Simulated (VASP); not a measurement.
# H11C2NO4 in VASP: single point with PBE+D3(BJ)

Aim: the single point of H11C2NO4 with PBE+D3(BJ).

Program: VASP 6.6.1. These are calculated values, not measurements. Logs are shortened: lines on timing, memory, paths and dates and some standing lists are left out, and cuts for length are marked.

## (1) The cell of the first run

The cell holds a disordered packing, 18 atoms: a = 5.915 Å, b = 5.915 Å, c = 5.915 Å, α = 90.00°, β = 90.00°, γ = 90.00°.

## (2) Single point, PBE+D3(BJ)

INCAR reads:

```
  PREC = Accurate
  ENCUT = 1000
  EDIFF = 1E-6
  ISMEAR = -1
  SIGMA = 0.02
  LREAL = Auto
  LASPH = True
  NELM = 120
  ALGO = Normal
  ISIF = 2
  LWAVE = False
  LCHARG = False
  GGA = PE
  IVDW = 12
  NBANDS = 39
  GGA_COMPAT = False
```

KPOINTS reads:

```
Automatic mesh
0
Gamma
  1 1 1
```

POSCAR reads:

```
H11C2NO4
1.0
    5.9154820000      0.0000000000      0.0000000000
    0.0000000000      5.9154820000      0.0000000000
    0.0000000000      0.0000000000      5.9154820000
O H C N
4 11 2 1
Direct
    0.5175064348      0.3638249597      0.8849152106
    0.0418055536      0.8983207117      0.9055559631
    0.7272949187      0.3269048913      0.4142350530
    0.1083259149      0.3097634309      0.0833406306
    0.3648054377      0.3809495152      0.9545629587
    0.5683898624      0.5080059410      0.8336936872
    0.1699946006      0.8982530925      0.8011857698
   -0.0953599385      0.8625839788      0.8238889071
    0.8413515585      0.2059849054      0.3938140628
    0.6546888318      0.2846767178      0.5533615012
   -0.0220438504      0.4017762204      0.0416872201
    0.0651679779      0.1661910221      0.0017580985
    0.4750923086      0.5959446753      0.2455928359
    0.2659631117      0.8307860627      0.2697835950
    0.5390262366      0.8977966631      0.1626917299
    0.4465739225      0.7813395426      0.2845752890
    0.5241500185      0.8246158132      0.5088173711
    0.6205749591      0.8502434797      0.6814491194
```

Potentials or basis: VASP PAW PBE potentials, release 64 (O_h, H_h, C_h, N_h).

Launch:

```bash
$ cat potpaw_PBE.64/O_h/POTCAR potpaw_PBE.64/H_h/POTCAR potpaw_PBE.64/C_h/POTCAR potpaw_PBE.64/N_h/POTCAR > POTCAR
$ mpirun -np 1 vasp_gam > vasp.out
```

OUTCAR:

```text
PREC = Accurate
   ENCUT = 1000
   EDIFF = 1E-6
   ISMEAR = -1
   LREAL = Auto
   LASPH = True
   NELM = 120
   ISIF = 2
   GGA = PE
   IVDW = 12
 IVDW          = 12

 ion  position               nearest neighbor table
   1  0.518  0.364  0.885-   6 0.95   5 1.00
   2  0.042  0.898  0.906-   8 0.97   7 0.98
   3  0.727  0.327  0.414-  10 0.96   9 0.99
   4  0.108  0.310  0.083-  11 0.98  12 1.01
   5  0.365  0.381  0.955-   1 1.00
   6  0.568  0.508  0.834-   1 0.95
   7  0.170  0.898  0.801-   2 0.98
   8  0.905  0.863  0.824-   2 0.97
   9  0.841  0.206  0.394-   3 0.99
  10  0.655  0.285  0.553-   3 0.96
  11  0.978  0.402  0.042-   4 0.98
  12  0.065  0.166  0.002-   4 1.01
  13  0.475  0.596  0.246-  16 1.13
  14  0.266  0.831  0.270-  16 1.11
  15  0.539  0.898  0.163-  16 1.14
  16  0.447  0.781  0.285-  14 1.11  13 1.13  15 1.14  17 1.43
  17  0.524  0.825  0.509-  18 1.18  16 1.43
  18  0.621  0.850  0.681-  17 1.18

  LATTYP: Found a simple cubic cell.
 ALAT       =     5.9154820000

  Lattice vectors:

 A1 = (   5.9154820000,   0.0000000000,   0.0000000000)
 A2 = (   0.0000000000,   5.9154820000,   0.0000000000)
 A3 = (   0.0000000000,   0.0000000000,   5.9154820000)

Analysis of symmetry for initial positions (statically):
=====================================================================
 Subroutine PRICEL returns:
 Original cell was already a primitive cell.

 Routine SETGRP: Setting up the symmetry group for a
 simple cubic supercell.

 Subroutine GETGRP returns: Found  1 space group operations
 (whereof  1 operations were pure point group operations)
 out of a pool of 48 trial point group operations.

The static configuration has the point symmetry C_1 .

Analysis of symmetry for dynamics (positions and initial velocities):
=====================================================================
 Subroutine PRICEL returns:
 Original cell was already a primitive cell.

 Routine SETGRP: Setting up the symmetry group for a
 simple cubic supercell.

 Subroutine GETGRP returns: Found  1 space group operations
 (whereof  1 operations were pure point group operations)
 out of a pool of 48 trial point group operations.

The dynamic configuration has the point symmetry C_1 .

 Subroutine INISYM returns: Found  1 space group operations
 (whereof  1 operations are pure point group operations),
 and found     1 'primitive' translations

----------------------------------------------------------------------------------------

                                     Primitive cell

  volume of cell :     207.0000

  direct lattice vectors                    reciprocal lattice vectors
     5.915482000  0.000000000  0.000000000     0.169047932  0.000000000  0.000000000
     0.000000000  5.915482000  0.000000000     0.000000000  0.169047932  0.000000000
     0.000000000  0.000000000  5.915482000     0.000000000  0.000000000  0.169047932

  length of vectors
     5.915482000  5.915482000  5.915482000     0.169047932  0.169047932  0.169047932

  position of ions in fractional coordinates (direct lattice)
     0.517506435  0.363824960  0.884915211
     0.041805554  0.898320712  0.905555963
     0.727294919  0.326904891  0.414235053
     0.108325915  0.309763431  0.083340631
     0.364805438  0.380949515  0.954562959
     0.568389862  0.508005941  0.833693687
[... 10 lines left out ...]
     0.524150019  0.824615813  0.508817371
     0.620574959  0.850243480  0.681449119

  ion indices of the primitive-cell ions
   primitive index   ion index
                 1           1
                 2           2
                 3           3
                 4           4
                 5           5
                 6           6
[... 10 lines left out ...]
                17          17
                18          18

----------------------------------------------------------------------------------------

 KPOINTS: Automatic mesh

Automatic generation of k-mesh.
 Grid dimensions read from file:
 generate k-points for:    1    1    1

 Generating k-lattice:

  Cartesian coordinates                     Fractional coordinates (reciprocal lattice)
     0.169047932  0.000000000  0.000000000     1.000000000  0.000000000  0.000000000
     0.000000000  0.169047932  0.000000000     0.000000000  1.000000000  0.000000000
     0.000000000  0.000000000  0.169047932     0.000000000  0.000000000  1.000000000

  Length of vectors
     0.169047932  0.169047932  0.169047932

  Shift w.r.t. Gamma in fractional coordinates (k-lattice)
     0.000000000  0.000000000  0.000000000

 Subroutine IBZKPT returns following result:
 ===========================================

 Found      1 irreducible k-points:

 Following reciprocal coordinates:
            Coordinates               Weight
  0.000000  0.000000  0.000000      1.000000
   k-points           NKPTS =      1   k-points in BZ     NKDIM =      1   number of bands    NBANDS=     39
   number of dos      NEDOS =    301   number of ions     NIONS =     18
   total plane-waves  NPLWV = 262144
   dimension x,y,z NGX =    64 NGY =   64 NGZ =   64
   dimension x,y,z NGXF=   128 NGYF=  128 NGZF=  128
   ions per type =               4  11   2   1
   NGX,Y,Z   is equivalent  to a cutoff of  17.99, 17.99, 17.99 a.u.
   NGXF,Y,Z  is equivalent  to a cutoff of  35.97, 35.97, 35.97 a.u.
 SYSTEM =  unknown system
   PREC   = accura    normal or accurate (medium, high low for compatibility)
   ISTART =      0    job   : 0-new  1-cont  2-samecut
   ICHARG =      2    charge: 1-file 2-atom 10-const
   ISPIN  =      1    spin polarized calculation?
   LNONCOLLINEAR =      F non collinear calculations
   LSORBIT =      F    spin-orbit coupling
   LASPH  =      T    aspherical Exc in radial PAW
   ENCUT  = 1000.0 eV  73.50 Ry    8.57 a.u.  15.25 15.25 15.25*2*pi/ulx,y,z
   NELM   =    120;   NELMIN=  2; NELMDL= -5     # of ELM steps
   EDIFF  = 0.1E-05   stopping-criterion for ELM
   LREAL  =      T    real-space projection
   EDIFFG = 0.1E-04   stopping-criterion for IOM
   NSW    =      0    number of steps for IOM
   IBRION =     -1    ionic relax: 0-MD 1-quasi-New 2-CG
   NFREE  =      0    steps in history (QN), initial steepest desc. (CG)
   ISIF   =      2    stress and relaxation
   ISYM   =      2    0-nonsym 1-usesym 2-fastsym
   POTIM  = 0.5000    time-step for ionic-motion
   TEBEG  =    0.0;   TEEND  =   0.0 temperature during run
   PSTRESS=    0.0 pullay stress
   NELECT =      48.0000    total number of electrons
   NUPDOWN=      -1.0000    fix difference up-down
   EMIN   =  10.00;   EMAX   =-10.00  energy-range for DOS
   EFERMI =   0.00;   METHOD = LEGACY
   ISMEAR =    -1;   SIGMA  =   0.02  broadening in eV -4-tet -1-fermi 0-gaus
   EFERMI_NEDOS =   21; number of points for ismear=-14 and -15
   IALGO  =     38    algorithm
   IMIX   =      4    mixing-type and parameters
     AMIX     =   0.40;   BMIX     =  1.00
     AMIX_MAG =   1.60;   BMIX_MAG =  1.00
  volume/ion in A,a.u.               =      11.50        77.61
  Fermi-wavevector in a.u.,A,eV,Ry     =   1.005769  1.900629 13.763275  1.011572
  Thomas-Fermi vector in A             =   2.138470
   LORBIT       =      0    0 simple, 1 ext, 2 COOP (PROOUT), +10 PAW based schemes
   GGA     = PE    functional components
   LHFCALC =     F    Hartree Fock is set to
   AEXX    =    0.0000 exact exchange contribution
   IVDW    =    12    specifies the selected vdW correction
   LEPSILON=     F    determine dielectric tensor
   LRPA    =     F    only Hartree local field effects (RPA)
 non-spin polarized calculation
  energy-cutoff  :     1000.00
  volume of cell :      207.00
 maximum number of plane-waves:      7398
 NGX is ok and might be reduce to    64
   NGX = 31   NGY = 31   NGZ = 31

 number of electron      48.0000000 magnetization

 Free energy of the ion-electron system (eV)
  ---------------------------------------------------
  ext. energy  EPLUGINS =         0.00000000
  ---------------------------------------------------
  free energy    TOTEN  =       -95.12900304 eV

  energy without entropy =      -95.12900304  energy(sigma->0) =      -95.12900304

 E-fermi :  -2.7422     XC(G=0):  -6.6005

 val. band max:       -3.2309631679   @ k =   0.0000   0.0000   0.0000
 cond. band min:       1.2769764205   @ k =   0.0000   0.0000   0.0000
 fundamental gap:      4.5079395884
 Fermi energy:        -2.7421989193

 k-point     1 :       0.0000    0.0000    0.0000
  band No.  band energies     occupation
      1     -22.3757      2.00000
      2     -21.5823      2.00000
      3     -21.3291      2.00000
      4     -21.0565      2.00000
      5     -19.7403      2.00000
      6     -15.8586      2.00000
[... 28 lines left out ...]
     35       7.2362      0.00000
     36       7.8636      0.00000
 [bands above 36 left out]

------------------------ aborting loop because EDIFF is reached ----------------------------------------

 Edisp (eV)   -0.66530

 E8    (eV) :    -0.1451

  FORCE on cell =-STRESS in cart. coord.  units (eV):
  Direction    XX          YY          ZZ          XY          YZ          ZX
  --------------------------------------------------------------------------------------
  -------------------------------------------------------------------------------------
  Total      -1.98866    -1.46715    -0.96216     0.41358     0.24575    -0.04441
  in kB     -15.39217   -11.35569    -7.44711     3.20111     1.90213    -0.34375
  external pressure =      -11.40 kB  Pullay stress =        0.00 kB

 VOLUME and BASIS-vectors are now :
 -----------------------------------------------------------------------------
  energy-cutoff  :     1000.00
  volume of cell :      207.00
      direct lattice vectors                 reciprocal lattice vectors
     5.915482000  0.000000000  0.000000000     0.169047932  0.000000000  0.000000000
     0.000000000  5.915482000  0.000000000     0.000000000  0.169047932  0.000000000
     0.000000000  0.000000000  5.915482000     0.000000000  0.000000000  0.169047932

 POSITION                                       TOTAL-FORCE (eV/Angst)
 -----------------------------------------------------------------------------------
      3.06130      2.15220      5.23470        -0.265430     -0.805960      0.148636
      0.24730      5.31400      5.35680         0.983003      0.133311      0.300005
      4.30230      1.93380      2.45040         0.966532     -0.673809     -0.468161
      0.64080      1.83240      0.49300        -0.652130     -0.457444     -0.490875
      2.15800      2.25350      5.64670         0.336907     -0.078302     -0.236441
      3.36230      3.00510      4.93170        -0.006942      0.945425     -0.165741
[... 10 lines left out ...]
      3.10060      4.87800      3.00990         1.600202      0.014285      1.396047
      3.67100      5.02960      4.03110        -1.022815     -0.128326     -1.313706
 -----------------------------------------------------------------------------------
    total drift:                               -0.001491      0.001853      0.001776

  FREE ENERGIE OF THE ION-ELECTRON SYSTEM (eV)
  ---------------------------------------------------
  free  energy   TOTEN  =       -95.7943073853 eV

  energy  without entropy=      -95.7943073853  energy(sigma->0) =      -95.79430739
```

Wall time 55 s (1 thread of Intel Xeon Platinum 8488C (Sapphire Rapids), shared host); peak memory 0.52 GiB.

What came out:

```yaml
Free_energy: -95.7943 eV
Pressure: -1.1 GPa
Largest_force: 2.124 eV/Å
Dispersion_energy_per_atom: -0.037 eV
```

Forces in eV/Å, atoms in the order of the input:
```
O   -0.265 -0.806  0.149
O    0.983  0.133  0.300
O    0.967 -0.674 -0.468
O   -0.652 -0.457 -0.491
H    0.337 -0.078 -0.236
H   -0.007  0.945 -0.166
H   -0.378 -0.173  0.079
H   -0.615 -0.024 -0.567
H   -0.529  0.882 -0.093
H   -0.439 -0.124  0.713
H    0.169  0.261  0.371
H    0.441  0.225  0.525
H   -0.170  0.954  0.068
H    0.292 -0.349 -0.146
H   -0.335 -0.725  0.488
C   -0.376  0.123 -0.608
C    1.600  0.014  1.396
N   -1.023 -0.128 -1.314
```

Stress tensor (GPa, compression positive):
```
-1.54  0.32 -0.03
 0.32 -1.14  0.19
-0.03  0.19 -0.74
```

Caveat: the k points lie up to 1.06 Å⁻¹ apart, too coarse for converged energies, forces and pressures; the atoms stand as in a frame of molecular dynamics.
